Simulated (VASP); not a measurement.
A run of VASP 6.6.1 is set up as follows.

The input INCAR:

```
PREC = Accurate
ENCUT = 520
EDIFF = 1E-6
ISMEAR = 1
SIGMA = 0.05
LREAL = F
LASPH = T
NELM = 100
ALGO = Normal
ISIF = 2
LWAVE = F
LCHARG = T
GGA = CA
LELF = T
LVHAR = T
NBANDS = 14
```

Contents of KPOINTS:

```
regular mesh
0
Gamma
  11 11 11
```

Contents of POSCAR:

```
HfB
1.0
    0.0000000000      2.3553056198      2.3553056198
    2.3553056198      0.0000000000      2.3553056198
    2.3553056198      2.3553056198      0.0000000000
Hf B
1 1
Direct
    0.5000000000      0.5000000000      0.5000000000
    0.0000000000      0.0000000000      0.0000000000
```

Potentials or basis: VASP PAW LDA potentials, release 64 (Hf_pv, B).

The run is started by

```sh
$ cat potpaw_LDA.64/Hf_pv/POTCAR potpaw_LDA.64/B/POTCAR > POTCAR
$ mpirun -np 1 vasp_std > vasp.out
```

(1) Predict the pressure.

Results:

(1) 5.9 GPa.
